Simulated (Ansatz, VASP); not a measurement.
## Two plane-wave programs on MgS

```
Mg S
1.0
     3.99126    0.00000    0.00000
    -1.99563    3.45653    0.00000
     0.00000    0.00000   12.91185
Mg S
4 4
Direct
  0.66667 0.33333 0.03825
  0.00000 0.00000 0.28733
  0.00000 0.00000 0.78733
  0.33333 0.66667 0.53825
  0.66667 0.33333 0.22688
  0.00000 0.00000 0.97650
  0.00000 0.00000 0.47650
  0.33333 0.66667 0.72688
```

Alike in both runs: task relaxation of cell and atoms; functional PBE; dispersion D3(BJ); k mesh 6 × 6 × 2; occupations gaussian, width 0.02 eV; no spin polarisation.

|  | VASP | Ansatz |
| --- | --- | --- |
| version | VASP 6.6.1 | Ansatz 0.2.0 |
| potentials or method | VASP PAW PBE potentials, release 64 (Mg, S), cutoff 600 eV | scalar-relativistic, plane waves, PAW |
| valence electrons in the cell | 32 | 64 |

```csv
,VASP,Ansatz,Ansatz less VASP
"gap on the k mesh at the Fermi level, each at its own relaxed structure (eV)",3.56,3.56,-0.007
relaxed volume (Å³/atom),22.21,22.27,+0.060
relaxed length of the cell vector where the two differ most in proportion (Å),3.988,3.991,+0.0037
```

VASP's potentials hold 32 valence electrons a cell and Ansatz's 64, so a difference there can come from the potentials and not from the codes.
